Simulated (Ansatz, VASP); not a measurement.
# One calculation of ZnS, two programs

```
CELL_PARAMETERS angstrom
3.84867 -0.00027 0.00031
-1.92457 3.33278 0.00001
0.00157 0.00093 18.87473
ATOMIC_POSITIONS crystal
Zn 0.99994 0.99987 0.00002
Zn 0.00017 0.00019 0.50001
Zn 0.33365 0.66625 0.16677
Zn 0.66650 0.33401 0.66675
Zn 0.66684 0.33282 0.33327
Zn 0.33290 0.66689 0.83326
S 0.00030 0.99959 0.12515
S 0.99982 0.00061 0.62512
S 0.33351 0.66616 0.29165
S 0.66627 0.33358 0.79164
S 0.66684 0.33346 0.45817
S 0.33327 0.66657 0.95818
```

Change from the starting cell: cell sheared at random, sigma 0.01, atoms nudged by 0.01 Å; relaxed back.

Alike in both runs: functional PBE; k mesh 6 × 6 × 2; occupations gaussian, width 0.05 eV; no spin polarisation.

Ansatz relaxed the structure, and its values are those at the end. VASP's run is a single point on that final structure, the one shown.

```csv
,VASP,Ansatz
version,VASP 6.6.1,Ansatz 0.2.0
potentials or method,"VASP PAW PBE potentials, release 64 (Zn, S), cutoff 520 eV","scalar-relativistic, plane waves, PAW"
valence electrons in the cell,108,108
```

Ansatz gave:

- gap on the k mesh at the Fermi level (eV): 2.03
- least direct gap on the mesh (eV): 2.03
- pressure (GPa): 0.0

Question: What did VASP give for the same quantities?

Answer: gap on the k mesh at the Fermi level (eV): 2.04; least direct gap on the mesh (eV): 2.04; pressure (GPa): 0.2.
